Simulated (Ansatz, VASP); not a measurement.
BiSb3O2: VASP beside Ansatz

```xyz
6
Lattice="6.4840 0.0000 0.0000 -3.2420 5.6153 0.0000 0.0000 0.0000 3.4506" Properties=species:S:1:pos:R:3 pbc="T T T"
Sb   -1.6210    2.8077    0.0000
Sb    1.6210    2.8077    0.0000
Sb    3.2420    0.0000    0.0000
Bi    0.0000    0.0000    1.7253
O     3.2420    1.8718    1.7253
O     0.0000    3.7436    1.7253
```

Change from the starting cell: species swapped into the DyB2Rh3 type (P6/mmm, No. 191).

Alike in both runs: functional PBE; k mesh 6 × 6 × 10; occupations gaussian, width 0.1 eV; no spin polarisation.

Ansatz relaxed the structure, and its values are those at the end. VASP's run is a single point on that final structure, the one shown.

|  | VASP | Ansatz |
| --- | --- | --- |
| version | VASP 6.6.1 | Ansatz 0.2.0 |
| potentials or method | VASP PAW PBE potentials, release 64 (Sb, Bi_d, O), cutoff 520 eV | scalar-relativistic, plane waves, PAW |
| valence electrons in the cell | 42 | 72 |

VASP gave:

| Property | Result |
| --- | --- |
| gap on the k mesh at the Fermi level (eV) | none |
| pressure (GPa) | -0.5 |

Q: Estimate Ansatz's values.

A: gap on the k mesh at the Fermi level (eV): none; pressure (GPa): 0.0.

A gap of «none» marks a metal or a gap that the smearing closes. VASP's potentials hold 42 valence electrons a cell and Ansatz's 72, so a difference there can come from the potentials and not from the codes.

Spin-orbit coupling is off throughout.
